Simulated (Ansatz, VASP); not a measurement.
One calculation of Rh, two programs

File INCAR:

```
SYSTEM = Rh
ALGO = Normal ; EDIFF = 1E-6
EDIFFG = -0.05 ; ENCUT = 600
GGA = PE ; IBRION = 2
ISIF = 3 ; ISMEAR = 0
LASPH = .True. ; LCHARG = .False.
LREAL = .False. ; LWAVE = .False.
NELM = 100 ; NSW = 80
PREC = Accurate ; SIGMA = 0.1
```

KPOINTS

```
k-points
0
Gamma
  8 8 8
  0 0 0
```

Contents of POSCAR:

```
Rh
1.0
    0.0000000000      1.9446475787      1.9446475787
    1.9446475787      0.0000000000      1.9446475787
    1.9446475787      1.9446475787      0.0000000000
Rh
1
Direct
    0.0000000000      0.0000000000      0.0000000000
```

Input for Ansatz:

```yaml
crystal:
  lattice:
    - [0.0, 1.9446475787, 1.9446475787]
    - [1.9446475787, 0.0, 1.9446475787]
    - [1.9446475787, 1.9446475787, 0.0]
  atoms:
    - { symbol: Rh, position: [0.0, 0.0, 0.0] }
basis:
  ecutwfc: 420
kpoints:
  mp_grid: { grid: [8, 8, 8] }
hamiltonian:
  xc: pbe
scf:
  occupations: { method: gaussian, width: 0.1 }
output:
  forces: true
  stress: true
  eigenvalues: true
relax:
  adjacent_minimum: "off"
  f_tol: 0.05
  max_steps: 60
  cell: { stress_tol: 0.5 }
```

Alike in both runs: task relaxation of cell and atoms; functional PBE; k mesh 8 × 8 × 8; occupations gaussian, width 0.1 eV; no spin polarisation.

```csv
,VASP,Ansatz
version,VASP 6.6.1,Ansatz 0.2.0
potentials or method,"VASP PAW PBE potentials, release 64 (Rh_pv), cutoff 600 eV","scalar-relativistic, plane waves, PAW"
valence electrons in the cell,15,17
```

```tsv
	VASP	Ansatz	Ansatz less VASP
gap on the k mesh at the Fermi level, each at its own relaxed structure (eV)	none	none	-
relaxed volume (Å³/atom)	14.10	14.08	-0.021
relaxed cell length with the largest relative difference (Å)	2.712	2.711	-0.0013
```

A gap of «none» marks a metal or a gap that the smearing closes. VASP's potentials hold 15 valence electrons a cell and Ansatz's 17, so a difference there can come from the potentials and not from the codes.
